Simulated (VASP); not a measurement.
# In2SiS5 (F-43m) in VASP: notebook, part 2 of 2

VASP 6.6.1. Earlier steps stand in the parts before.

## Step 3: Relaxation of cell and atoms, PBE

This run uses another cell than the first one, of 24.77 Å³/atom, 0.689 times its volume.

Input file INCAR:

```
  PREC = Accurate
  ENCUT = 600
  EDIFF = 1E-6
  ISMEAR = 0
  SIGMA = 0.15
  LREAL = False
  LASPH = True
  NELM = 80
  ALGO = Normal
  ISIF = 3
  LWAVE = False
  LCHARG = False
  GGA = PE
  IBRION = 2
  NSW = 36
  EDIFFG = -0.08
```

Input file KPOINTS:

```
Automatic mesh
0
Gamma
  2 2 2
```

Input file POSCAR:

```
In2SiS5
1.0
    0.0000000000      4.6274097400      4.6274097400
    4.6274097400      0.0000000000      4.6274097400
    4.6274097400      4.6274097400      0.0000000000
In Si S
2 1 5
Direct
    0.0000000000      0.0000000000      0.0000000000
    0.2500000000      0.2500000000      0.2500000000
    0.5000000000      0.5000000000      0.5000000000
    0.7500000000      0.7500000000      0.7500000000
    0.3700959000      0.3700959000      0.3700959000
    0.3700959000      0.3700959000      0.8897123000
    0.3700959000      0.8897123000      0.3700959000
    0.8897123000      0.3700959000      0.3700959000
```

Potentials or basis: VASP PAW PBE potentials, release 64 (In_d, Si, S).

On the command line:

```sh
$ cat potpaw_PBE.64/In_d/POTCAR potpaw_PBE.64/Si/POTCAR potpaw_PBE.64/S/POTCAR > POTCAR
$ mpirun -np 1 vasp_std > vasp.out
```

OUTCAR:

```text
PREC = Accurate
   ENCUT = 600
   EDIFF = 1E-6
   ISMEAR = 0
   LREAL = False
   LASPH = True
   NELM = 80
   ISIF = 3
   GGA = PE
   IBRION = 2
   NSW = 36
   EDIFFG = -0.08

 ion  position               nearest neighbor table
   1  0.000  0.000  0.000-   2 4.01   2 4.01   2 4.01   2 4.01
   2  0.250  0.250  0.250-   7 1.93   8 1.93   6 1.93   5 1.93   1 4.01   1 4.01   1 4.01   1 4.01

   3  0.500  0.500  0.500-   5 2.08   6 2.08   7 2.08   8 2.08
   4  0.750  0.750  0.750-
   5  0.370  0.370  0.370-   2 1.93   3 2.08
   6  0.370  0.370  0.890-   2 1.93   3 2.08
   7  0.370  0.890  0.370-   2 1.93   3 2.08
   8  0.890  0.370  0.370-   2 1.93   3 2.08

  LATTYP: Found a face centered cubic cell.
 ALAT       =     9.2548194800

  Lattice vectors:

 A1 = (   0.0000000000,   4.6274097400,   4.6274097400)
 A2 = (   4.6274097400,   0.0000000000,   4.6274097400)
 A3 = (   4.6274097400,   4.6274097400,   0.0000000000)

Analysis of symmetry for initial positions (statically):
=====================================================================
 Subroutine PRICEL returns:
 Original cell was already a primitive cell.

 Routine SETGRP: Setting up the symmetry group for a
 face centered cubic supercell.

 Subroutine GETGRP returns: Found 24 space group operations
 (whereof 24 operations were pure point group operations)
 out of a pool of 48 trial point group operations.

The static configuration has the point symmetry T_d .

Analysis of symmetry for dynamics (positions and initial velocities):
=====================================================================
 Subroutine PRICEL returns:
 Original cell was already a primitive cell.

 Routine SETGRP: Setting up the symmetry group for a
 face centered cubic supercell.

 Subroutine GETGRP returns: Found 24 space group operations
 (whereof 24 operations were pure point group operations)
 out of a pool of 48 trial point group operations.

The dynamic configuration has the point symmetry T_d .

 Subroutine INISYM returns: Found 24 space group operations
 (whereof 24 operations are pure point group operations),
 and found     1 'primitive' translations

----------------------------------------------------------------------------------------

                                     Primitive cell

  volume of cell :     198.1727

  direct lattice vectors                    reciprocal lattice vectors
     0.000000000  4.627409740  4.627409740    -0.108051810  0.108051810  0.108051810
     4.627409740  0.000000000  4.627409740     0.108051810 -0.108051810  0.108051810
     4.627409740  4.627409740  0.000000000     0.108051810  0.108051810 -0.108051810

  length of vectors
     6.544145613  6.544145613  6.544145613     0.187151226  0.187151226  0.187151226

  position of ions in fractional coordinates (direct lattice)
     0.000000000  0.000000000  0.000000000
     0.250000000  0.250000000  0.250000000
     0.500000000  0.500000000  0.500000000
     0.750000000  0.750000000  0.750000000
     0.370095900  0.370095900  0.370095900
     0.370095900  0.370095900  0.889712300
     0.370095900  0.889712300  0.370095900
     0.889712300  0.370095900  0.370095900

  ion indices of the primitive-cell ions
   primitive index   ion index
                 1           1
                 2           2
[... 45 lines left out ...]
   NGXF,Y,Z  is equivalent  to a cutoff of  27.44, 27.44, 27.44 a.u.
 SYSTEM =  unknown system
   PREC   = accura    normal or accurate (medium, high low for compatibility)
   ISTART =      0    job   : 0-new  1-cont  2-samecut
   ICHARG =      2    charge: 1-file 2-atom 10-const
   ISPIN  =      1    spin polarized calculation?
   LNONCOLLINEAR =      F non collinear calculations
   LSORBIT =      F    spin-orbit coupling
   LASPH  =      T    aspherical Exc in radial PAW
   ENCUT  =  600.0 eV  44.10 Ry    6.64 a.u.  13.07 13.07 13.07*2*pi/ulx,y,z
   NELM   =     80;   NELMIN=  2; NELMDL= -5     # of ELM steps
   EDIFF  = 0.1E-05   stopping-criterion for ELM
   LREAL  =      F    real-space projection
   EDIFFG = -.8E-01   stopping-criterion for IOM
   NSW    =     36    number of steps for IOM
   IBRION =      2    ionic relax: 0-MD 1-quasi-New 2-CG
   NFREE  =      1    steps in history (QN), initial steepest desc. (CG)
   ISIF   =      3    stress and relaxation
   ISYM   =      2    0-nonsym 1-usesym 2-fastsym
   POTIM  = 0.5000    time-step for ionic-motion
   TEBEG  =    0.0;   TEEND  =   0.0 temperature during run
   PSTRESS=    0.0 pullay stress
   NELECT =      60.0000    total number of electrons
   NUPDOWN=      -1.0000    fix difference up-down
   EMIN   =  10.00;   EMAX   =-10.00  energy-range for DOS
   EFERMI =   0.00;   METHOD = LEGACY
   ISMEAR =     0;   SIGMA  =   0.15  broadening in eV -4-tet -1-fermi 0-gaus
   EFERMI_NEDOS =   21; number of points for ismear=-14 and -15
   IALGO  =     38    algorithm
   IMIX   =      4    mixing-type and parameters
     AMIX     =   0.40;   BMIX     =  1.00
     AMIX_MAG =   1.60;   BMIX_MAG =  1.00
  volume/ion in A,a.u.               =      24.77       167.17
  Fermi-wavevector in a.u.,A,eV,Ry     =   1.099286  2.077349 16.441679  1.208429
  Thomas-Fermi vector in A             =   2.235678
   LORBIT       =      0    0 simple, 1 ext, 2 COOP (PROOUT), +10 PAW based schemes
   GGA     = PE    functional components
   LHFCALC =     F    Hartree Fock is set to
   AEXX    =    0.0000 exact exchange contribution
   IVDW    =     0    specifies the selected vdW correction
   LEPSILON=     F    determine dielectric tensor
   LRPA    =     F    only Hartree local field effects (RPA)
 conjugate gradient relaxation of ions
 non-spin polarized calculation
 Gauss-broadening in eV      SIGMA  =   0.15
  energy-cutoff  :      600.00
  volume of cell :      198.17
 maximum number of plane-waves:      6638
 NGX is ok and might be reduce to    54
   NGX = 27   NGY = 27   NGZ = 27

--------------------------------------- Ionic step        1  -------------------------------------------

 number of electron      59.9999997 magnetization

 Free energy of the ion-electron system (eV)
  ---------------------------------------------------
  ext. energy  EPLUGINS =         0.00000000
  ---------------------------------------------------
  free energy    TOTEN  =       -17.02721264 eV

  energy without entropy =      -16.87823388  energy(sigma->0) =      -16.95272326

------------------------ aborting loop because EDIFF is reached ----------------------------------------

  FORCE on cell =-STRESS in cart. coord.  units (eV):
  Direction    XX          YY          ZZ          XY          YZ          ZX
  --------------------------------------------------------------------------------------
  -------------------------------------------------------------------------------------
  Total       40.6634489     40.6634489     40.6634489     -0.0000000     -0.0000000      0.0000000
  in kB      328.7539116    328.7539116    328.7539116     -0.0000000     -0.0000000      0.0000000
  external PRESSURE =     328.7539116 kB  Pullay stress =       0.0000000 kB
[... 29 lines left out ...]
--------------------------------------- Ionic step        2  -------------------------------------------

 number of electron      60.0000017 magnetization

 E-fermi :  -0.2908     XC(G=0):  -6.0306

 val. band max:       -0.3122525522   @ k =   0.5000   0.0000   0.0000
 cond. band min:      -0.2487832524   @ k =   0.5000   0.5000   0.0000
 fundamental gap:      0.0634692998
 Fermi energy:        -0.2907562138

 k-point     1 :       0.0000    0.0000    0.0000
  band No.  band energies     occupation
      1     -16.4805      2.00000
      2     -16.2707      2.00000
      3     -16.2707      2.00000
      4     -16.2707      2.00000
      5     -16.2700      2.00000
      6     -16.2700      2.00000
[... 183 lines left out ...]
  FREE ENERGIE OF THE ION-ELECTRON SYSTEM (eV)
  ---------------------------------------------------
  free  energy   TOTEN  =       -25.2365181016 eV

  energy  without entropy=      -24.9911646755  energy(sigma->0) =      -25.11384139

[... ionic steps 4 to 8 ...]

--------------------------------------- Ionic step        9  -------------------------------------------

 number of electron      60.0000027 magnetization

------------------------ aborting loop because EDIFF is reached ----------------------------------------
[... 79 lines left out ...]
--------------------------------------- Ionic step       11  -------------------------------------------

 number of electron      60.0000027 magnetization

 Free energy of the ion-electron system (eV)
  ---------------------------------------------------
  ext. energy  EPLUGINS =         0.00000000
  ---------------------------------------------------
  free energy    TOTEN  =       -27.77022134 eV

  energy without entropy =      -27.51798879  energy(sigma->0) =      -27.64410507

 E-fermi :   0.5774     XC(G=0):  -7.2627

 val. band max:        0.5314934955   @ k =   0.5000   0.5000   0.0000
 cond. band min:       0.5782053824   @ k =   0.5000   0.0000   0.0000
 fundamental gap:      0.0467118869
 Fermi energy:         0.5774096928

 k-point     1 :       0.0000    0.0000    0.0000
  band No.  band energies     occupation
      1     -14.2405      2.00000
      2     -14.2405      2.00000
      3     -14.2405      2.00000
      4     -14.0382      2.00000
      5     -14.0382      2.00000
      6     -14.0382      2.00000
[... 141 lines left out ...]
  FREE ENERGIE OF THE ION-ELECTRON SYSTEM (eV)
  ---------------------------------------------------
  free  energy   TOTEN  =       -27.7702213416 eV

  energy  without entropy=      -27.5179887888  energy(sigma->0) =      -27.64410507

 reached required accuracy - stopping structural energy minimisation
```

Run time: 14 min. Hardware: 1 thread of AMD EPYC 7R43 (Zen 3), shared host; peak memory 0.38 GiB.

What came out:

```yaml
Free_energy: -27.7702 eV
Relaxed_volume: 35.93 Å³/atom
Relaxed_cell: a = 7.408 Å, b = 7.408 Å, c = 7.408 Å, α = 60.00°, β = 60.00°, γ = 60.00°
Space_group_after_relaxing_to_0.05_Å: F-43m (No. 216)
Energy_gained_by_relaxing: 1342.9 meV/atom
Ionic_steps: 11
Pressure_after_relaxing: 0.0 GPa
Largest_force_after_relaxing: 0.014 eV/Å
Band_gap_on_the_k_mesh: zero (band 30 reaches 0.58 eV, above the bottom of band 31 at 0.51 eV)
```

Forces in eV/Å, atoms in the order of the input:
```
In   0.000  0.000  0.000
In   0.000  0.000  0.000
Si   0.000  0.000  0.000
S    0.000  0.000  0.000
S   -0.008 -0.008 -0.008
S    0.008  0.008 -0.008
S    0.008 -0.008  0.008
S   -0.008  0.008  0.008
```

Step by step:
| step | energy change (eV) | largest force (eV/Å) | pressure (GPa) | volume (Å³) |
| --- | --- | --- | --- | --- |
| 1 | 0.0000 | 15.1246 | 32.88 | 198.17 |
| 2 | 2.7161 | 19.4421 | 16.91 | 382.63 |
| 3 | -8.2093 | 6.9396 | 9.36 | 257.12 |
| 4 | -8.5615 | 6.0345 | 9.63 | 250.10 |
| 5 | -8.9501 | 3.7432 | 10.66 | 234.59 |
| 6 | -10.3971 | 1.3266 | -2.38 | 310.64 |
| 7 | -10.7184 | 0.4580 | 0.44 | 282.62 |
| 8 | -10.7184 | 0.5013 | 0.31 | 283.65 |
| 9 | -10.7407 | 0.1557 | -0.18 | 288.76 |
| 10 | -10.7409 | 0.1180 | -0.23 | 289.36 |
| 11 | -10.7430 | 0.0142 | 0.02 | 287.46 |

Final structure:
```
In Si S
1.0
     0.00000    5.23821    5.23821
     5.23821    0.00000    5.23821
     5.23821    5.23821    0.00000
In Si S
2 1 5
Direct
  0.00000 0.00000 0.00000
  0.25000 0.25000 0.25000
  0.50000 0.50000 0.50000
  0.75000 0.75000 0.75000
  0.38412 0.38412 0.38412
  0.38412 0.38412 0.84765
  0.38412 0.84765 0.38412
  0.84765 0.38412 0.38412
```

Caveat: the k points lie up to 0.52 Å⁻¹ apart in the final cell; the volume moved by over 15 % at a fixed basis, so the end points are rough; spin-orbit coupling is left out, which moves the levels of the heavy elements; the relaxation stopped at a loose force limit of 0.08 eV/Å, so its end isn't a converged minimum.
